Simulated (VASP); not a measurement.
Runs of VASP 6.6.1 on Pt. The structure is that of space group Pm-3m (No. 221), or close to it. The cells are those of the table. 

```tsv
task	level	spin	cell	k mesh	cutoff (eV)	smearing	grid for exact exchange (PRECFOCK)	screening parameter	gap on the mesh (eV)	pressure (GPa)	moment (μB)
single point	PBE	collinear, ferromagnetic start	a = 2.693 Å, 1 atom	13 × 13 × 13	520	fermi-dirac 0.05 eV	-	-	none	-11.9	0.00
single point	PBE	collinear, ferromagnetic start	a = 2.625 Å, 1 atom	20 × 20 × 20	520	fermi-dirac 0.05 eV	-	-	none	-0.5	0.00
single point	HSE06	off	a = 2.626 Å, 1 atom	6 × 6 × 6	520	fermi-dirac 0.1 eV	Normal	0.2079 1/Å	none	(b)	-
single point	PBE	off	a = 2.516 Å, 1 atom	13 × 13 × 13	520	fermi-dirac 0.1 eV	-	-	none	32.3	-
relaxation of cell and atoms	PBE	off	relaxed from a = 2.536 Å, 1 atom	12 × 12 × 12	600	fermi-dirac 0.1 eV	-	-	none	0.1	-
single point	PBE	off	a = 2.626 Å, 1 atom	13 × 13 × 13	520	fermi-dirac 0.1 eV	-	-	none	-0.6	-
single point	PBE	collinear, ferromagnetic start	a = 2.515 Å, 1 atom	13 × 13 × 13	520	fermi-dirac 0.05 eV	-	-	none	(a)	0.00
single point	PBE	off	a = 2.590 Å, 1 atom	13 × 13 × 13	520	fermi-dirac 0.1 eV	-	-	none	7.7	-
```

Alike in all rows: potentials or basis VASP PAW PBE potentials, release 64 (Pt).

Question: Fill in the values left out.

Answer: (a) 32.5; (b) -3.2.

Caveats: some runs use coarse meshes; spin-orbit coupling is left out, which moves the levels of the heavy elements; the PAW data sets were made with another functional, which shifts forces and pressure a little (some runs).

A k mesh can miss the band edges, and the runs leave out spin-orbit coupling on Pt.

A gap of «none» marks levels without a gap at the run's occupations.
